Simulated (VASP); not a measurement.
# Ge20H11 in VASP: single point with PBE

Aim: the single point of Ge20H11 with PBE.

Everything below comes from runs of VASP 6.6.1. Logs are shortened: lines on timing, memory, paths and dates and some standing lists are left out, and cuts for length are marked.

## Step 1: The cell of the first run

The cell holds a slab with vacuum, 31 atoms: a = 8.004 Å, b = 8.004 Å, c = 19.898 Å, α = 90.00°, β = 90.00°, γ = 90.00°.

## Step 2: Single point, PBE

Input file INCAR:

```
SYSTEM = Ge20H11
ALGO = Normal
EDIFF = 1E-7
ENCUT = 520
GGA = PE
ISIF = 2
ISMEAR = -1
LASPH = .True.
LCHARG = .False.
LREAL = Auto
LWAVE = .False.
NBANDS = 166
NELM = 60
PREC = Accurate
SIGMA = 0.02
```

Input file KPOINTS:

```
k-points
0
Gamma
  1 1 1
  0 0 0
```

Input file POSCAR:

```
Ge20H11
1.0
    8.0044490000      0.0000000000      0.0000000000
    0.0000000000      8.0044490000      0.0000000000
    0.0000000000      0.0000000000     19.8975550000
H Ge
11 20
Direct
    0.4080121000      0.0000000000      0.0502574000
    0.0919879000      0.0000000000      0.0502574000
    0.9080121000      0.0000000000      0.0502574000
    0.5919879000      0.0000000000      0.0502574000
    0.4080121000      0.5000000000      0.0502574000
    0.0919879000      0.5000000000      0.0502574000
    0.9080121000      0.5000000000      0.0502574000
    0.5919879000      0.5000000000      0.0502574000
    0.7500000000      0.0327351676      0.4394856980
    0.2500000000      0.4729218601      0.4414707915
    0.7500000000      0.4680752490      0.4413887361
    0.2500000000      0.0000000000      0.0952052000
    0.7500000000      0.0000000000      0.0952052000
    0.2500000000      0.5000000000      0.0952052000
    0.7500000000      0.5000000000      0.0952052000
    0.2500000000      0.2502903197      0.1615244830
    0.7500000000      0.2489180644      0.1628161992
    0.2500000000      0.7501178941      0.1687821728
    0.7500000000      0.7506180567      0.1684385958
    0.0023154528      0.2542044828      0.2291838635
    0.4976845472      0.2542044828      0.2291838635
   -0.0008379586      0.7515493495      0.2407529319
    0.5008379586      0.7515493495      0.2407529319
    0.0007234723      0.0115488479      0.3058047006
    0.4992765277      0.0115488479      0.3058047006
   -0.0005622305      0.4936561537      0.3063650737
    0.5005622305      0.4936561537      0.3063650737
    0.2500000000      0.0896640564      0.3691114840
    0.7500000000      0.0948370769      0.3655427770
    0.2500000000      0.4112308263      0.3673541895
    0.7500000000      0.4106998417      0.3667905654
```

Potentials or basis: VASP PAW PBE potentials, release 64 (H, Ge_d).

Started as:

```
$ cat potpaw_PBE.64/H/POTCAR potpaw_PBE.64/Ge_d/POTCAR > POTCAR
$ mpirun -np 1 vasp_gam > vasp.out
```

OUTCAR:

```text
SYSTEM = Ge20H11
   EDIFF = 1E-7
   ENCUT = 520
   GGA = PE
   ISIF = 2
   ISMEAR = -1
   LASPH = .True.
   LREAL = Auto
   NELM = 60
   PREC = Accurate

 ion  position               nearest neighbor table
   1  0.408  0.000  0.050-  12 1.55
   2  0.092  0.000  0.050-  12 1.55
   3  0.908  0.000  0.050-  13 1.55
   4  0.592  0.000  0.050-  13 1.55
   5  0.408  0.500  0.050-  14 1.55
   6  0.092  0.500  0.050-  14 1.55
   7  0.908  0.500  0.050-  15 1.55
   8  0.592  0.500  0.050-  15 1.55
   9  0.750  0.033  0.439-  29 1.55
  10  0.250  0.473  0.441-  30 1.56
  11  0.750  0.468  0.441-  31 1.55
  12  0.250  0.000  0.095-   1 1.55   2 1.55  16 2.40  18 2.48
  13  0.750  0.000  0.095-   3 1.55   4 1.55  17 2.40  19 2.47
  14  0.250  0.500  0.095-   5 1.55   6 1.55  16 2.40  18 2.48
  15  0.750  0.500  0.095-   7 1.55   8 1.55  17 2.42  19 2.48
  16  0.250  0.250  0.162-  14 2.40  20 2.40  21 2.40  12 2.40
  17  0.750  0.249  0.163-  13 2.40  20 2.41  21 2.41  15 2.42
[... 8 lines left out ...]
  26  0.999  0.494  0.306-  31 2.42  30 2.44  22 2.44  20 2.46
  27  0.501  0.494  0.306-  31 2.42  30 2.44  23 2.44  21 2.46
  28  0.250  0.090  0.369-  24 2.44  25 2.44  30 2.57
  29  0.750  0.095  0.366-   9 1.55  24 2.43  25 2.43  31 2.53
  30  0.250  0.411  0.367-  10 1.56  26 2.44  27 2.44  28 2.57
  31  0.750  0.411  0.367-  11 1.55  26 2.42  27 2.42  29 2.53

  LATTYP: Found a simple tetragonal cell.
 ALAT       =     8.0044490000
 C/A-ratio  =     2.4858119528

  Lattice vectors:

 A1 = (   8.0044490000,   0.0000000000,   0.0000000000)
 A2 = (   0.0000000000,   8.0044490000,   0.0000000000)
 A3 = (   0.0000000000,   0.0000000000,  19.8975550000)

Analysis of symmetry for initial positions (statically):
=====================================================================
 Subroutine PRICEL returns:
 Original cell was already a primitive cell.

 Routine SETGRP: Setting up the symmetry group for a
 simple tetragonal supercell.

 Subroutine GETGRP returns: Found  2 space group operations
 (whereof  1 operations were pure point group operations)
 out of a pool of 16 trial point group operations.

The static configuration has the point symmetry C_1 .
 The point group associated with its full space group is C_1h.

Analysis of symmetry for dynamics (positions and initial velocities):
=====================================================================
 Subroutine PRICEL returns:
 Original cell was already a primitive cell.
[... 146 lines left out ...]
   NSW    =      0    number of steps for IOM
   IBRION =     -1    ionic relax: 0-MD 1-quasi-New 2-CG
   NFREE  =      0    steps in history (QN), initial steepest desc. (CG)
   ISIF   =      2    stress and relaxation
   ISYM   =      2    0-nonsym 1-usesym 2-fastsym
   POTIM  = 0.5000    time-step for ionic-motion
   TEBEG  =    0.0;   TEEND  =   0.0 temperature during run
   PSTRESS=    0.0 pullay stress
   NELECT =     291.0000    total number of electrons
   NUPDOWN=      -1.0000    fix difference up-down
   EMIN   =  10.00;   EMAX   =-10.00  energy-range for DOS
   EFERMI =   0.00;   METHOD = LEGACY
   ISMEAR =    -1;   SIGMA  =   0.02  broadening in eV -4-tet -1-fermi 0-gaus
   EFERMI_NEDOS =   21; number of points for ismear=-14 and -15
   IALGO  =     38    algorithm
   IMIX   =      4    mixing-type and parameters
     AMIX     =   0.40;   BMIX     =  1.00
     AMIX_MAG =   1.60;   BMIX_MAG =  1.00
  volume/ion in A,a.u.               =      41.12       277.52
  Fermi-wavevector in a.u.,A,eV,Ry     =   1.000503  1.890676 13.619511  1.001006
  Thomas-Fermi vector in A             =   2.132863
   LORBIT       =      0    0 simple, 1 ext, 2 COOP (PROOUT), +10 PAW based schemes
   GGA     = PE    functional components
   LHFCALC =     F    Hartree Fock is set to
   AEXX    =    0.0000 exact exchange contribution
   IVDW    =     0    specifies the selected vdW correction
   LEPSILON=     F    determine dielectric tensor
   LRPA    =     F    only Hartree local field effects (RPA)
 non-spin polarized calculation
  energy-cutoff  :      520.00
  volume of cell :     1274.86
 maximum number of plane-waves:     17145
 NGX is ok and might be reduce to    60
   NGX = 29   NGY = 29   NGZ = 73

 number of electron     290.9999856 magnetization

 Free energy of the ion-electron system (eV)
  ---------------------------------------------------
  ext. energy  EPLUGINS =         0.00000000
  ---------------------------------------------------
  free energy    TOTEN  =      -114.68743956 eV

  energy without entropy =     -114.65970718  energy(sigma->0) =     -114.67357337

 E-fermi :  -1.3157     XC(G=0):  -4.5113

 val. band max:       -1.3157012759   @ k =   0.0000   0.0000   0.0000
 cond. band min:      -0.1459530068   @ k =   0.0000   0.0000   0.0000
 fundamental gap:      1.1697482691
 Fermi energy:        -1.3157002141

 k-point     1 :       0.0000    0.0000    0.0000
  band No.  band energies     occupation
      1     -25.5946      2.00000
      2     -25.5916      2.00000
      3     -25.5699      2.00000
      4     -25.5673      2.00000
      5     -25.5644      2.00000
      6     -25.5494      2.00000
[... 149 lines left out ...]
    156       1.3337      0.00000
    157       1.4966      0.00000
 [bands above 157 left out]

------------------------ aborting loop because EDIFF is reached ----------------------------------------

  FORCE on cell =-STRESS in cart. coord.  units (eV):
  Direction    XX          YY          ZZ          XY          YZ          ZX
  --------------------------------------------------------------------------------------
  -------------------------------------------------------------------------------------
  Total       36.7251875     13.6686418     -1.3978262      0.0000000     -0.1532431      0.0000000
  in kB       46.1542828     17.1780296     -1.7567144      0.0000000     -0.1925879      0.0000000
  external PRESSURE =      20.5251993 kB  Pullay stress =       0.0000000 kB

 VOLUME and BASIS-vectors are now :
 -----------------------------------------------------------------------------
  energy-cutoff  :      520.00
  volume of cell :     1274.86
      direct lattice vectors                 reciprocal lattice vectors
     8.004449000  0.000000000  0.000000000     0.124930523  0.000000000  0.000000000
     0.000000000  8.004449000  0.000000000     0.000000000  0.124930523  0.000000000
     0.000000000  0.000000000 19.897555000     0.000000000  0.000000000  0.050257431

 POSITION                                       TOTAL-FORCE (eV/Angst)
 -----------------------------------------------------------------------------------
      3.26591      0.00000      1.00000        -0.688068     -0.072129      0.121358
      0.73631      0.00000      1.00000         0.688068     -0.072129      0.121358
      7.26814      0.00000      1.00000        -0.689893     -0.053885      0.119577
      4.73854      0.00000      1.00000         0.689893     -0.053885      0.119577
      3.26591      4.00222      1.00000        -0.710195      0.084517      0.114202
      0.73631      4.00222      1.00000         0.710195      0.084517      0.114202
[... 23 lines left out ...]
      2.00111      3.29168      7.30945        -0.000000     -0.014805      0.002694
      6.00334      3.28743      7.29824        -0.000000      0.014311      0.024426
 -----------------------------------------------------------------------------------
    total drift:                                0.000000      0.010716     -0.004143

  FREE ENERGIE OF THE ION-ELECTRON SYSTEM (eV)
  ---------------------------------------------------
  free  energy   TOTEN  =      -114.6874395570 eV

  energy  without entropy=     -114.6597071766  energy(sigma->0) =     -114.67357337
```

OSZICAR:

```text
N       E                     dE             d eps       ncg     rms          rms(c)
DAV:   1     0.459214675084E+04    0.45921E+04   -0.14947E+05   402   0.365E+03
DAV:   2     0.936639132993E+03   -0.36555E+04   -0.35835E+04   388   0.100E+03
DAV:   3    -0.578521303528E+01   -0.94242E+03   -0.90846E+03   458   0.271E+02
[... 21 lines left out ...]
DAV:  25    -0.114687437830E+03   -0.34516E-05   -0.18026E-07   224   0.616E-03    0.216E-04
DAV:  26    -0.114687438972E+03   -0.11415E-05   -0.66005E-08   224   0.216E-03    0.116E-04
DAV:  27    -0.114687439280E+03   -0.30822E-06   -0.14693E-08   224   0.139E-03    0.742E-05
DAV:  28    -0.114687439467E+03   -0.18747E-06   -0.50027E-09   208   0.991E-04    0.465E-05
DAV:  29    -0.114687439557E+03   -0.89618E-07    0.71588E-10   224   0.732E-04
   1 F= -.11468744E+03 E0= -.11467357E+03  d E =-.277324E-01
```

Run time: 11 min. Hardware: 1 thread of Intel Xeon Platinum 8259CL at 2.50GHz (Skylake/Cascade Lake), shared host; peak memory 0.95 GiB.

What came out:

* Free energy: -114.6874 eV
* Largest force: 0.724 eV/Å
* Band gap on the k mesh: zero (an odd number of electrons rules out a gap without spin polarisation)

Forces in eV/Å, atoms in the order of the input:
```
H   -0.688 -0.072  0.121
H    0.688 -0.072  0.121
H   -0.690 -0.054  0.120
H    0.690 -0.054  0.120
H   -0.710  0.085  0.114
H    0.710  0.085  0.114
H   -0.685  0.046  0.128
H    0.685  0.046  0.128
H    0.000  0.012 -0.028
H    0.000 -0.012 -0.036
H    0.000 -0.005 -0.030
Ge   0.000 -0.220 -0.261
Ge   0.000 -0.214 -0.250
Ge   0.000  0.231 -0.276
Ge   0.000  0.197 -0.187
Ge   0.000  0.016  0.018
Ge   0.000  0.028 -0.014
Ge   0.000 -0.005  0.008
Ge   0.000 -0.007 -0.010
Ge   0.000 -0.009  0.021
Ge   0.000 -0.009  0.021
Ge  -0.015  0.008  0.003
Ge   0.015  0.008  0.003
Ge   0.043 -0.001  0.002
Ge  -0.043 -0.001  0.002
Ge   0.032 -0.011  0.000
Ge  -0.032 -0.011  0.000
Ge   0.000  0.018 -0.019
Ge   0.000 -0.023  0.040
Ge   0.000 -0.015  0.003
Ge   0.000  0.014  0.024
```

Levels at points of the mesh, in eV from the Fermi level:
```
           k point  band 144  band 145  band 146  band 147  band 148  band 149
(0.00, 0.00, 0.00)     -0.46     -0.22      0.00      1.17      1.42      1.78
```

Caveat: the k points lie up to 0.78 Å⁻¹ apart, too coarse for converged energies and pressures of a metal.
